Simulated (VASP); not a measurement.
Crystal: SrVO3.

```
Sr V O
1.0
     3.84090    0.00000    0.00000
     0.00000    3.84090    0.00000
     0.00000    0.00000    3.84090
Sr V O
1 1 3
Direct
  0.50000 0.50000 0.50000
  0.00000 0.00000 0.00000
  0.00000 0.00000 0.50000
  0.00000 0.50000 0.00000
  0.50000 0.00000 0.00000
```

Base run:

- Program: VASP 6.6.1
- Functional: PBEsol
- Potentials or basis: VASP PAW PBE potentials, release 64 (Sr_sv, V_sv, O)
- Cutoff: 520 eV
- k mesh: 7 × 7 × 7
- Occupations: fermi-dirac, width 0.05 eV
- Spin: collinear spin, ferromagnetic start
- Starting moments: [0.0, 2.0, 0.0, 0.0, 0.0] μB

Its results: pressure -4.0 GPa; net moment 0.00 μB per cell.

Question: The run is repeated on the same cell with these changes: functional from PBEsol to BLYP. What comes out?

Answer: Pressure 9.3 GPa; net moment 0.00 μB per cell.

BLYP binds less tightly than PBEsol, so the same cell stands under more pressure.

Caveats: the moments typed at the start vanished in this run; the PAW data sets were made with another functional, which shifts forces and pressure a little; the cell stands under tension (at least some runs); the cell stands under pressure (at least some runs).
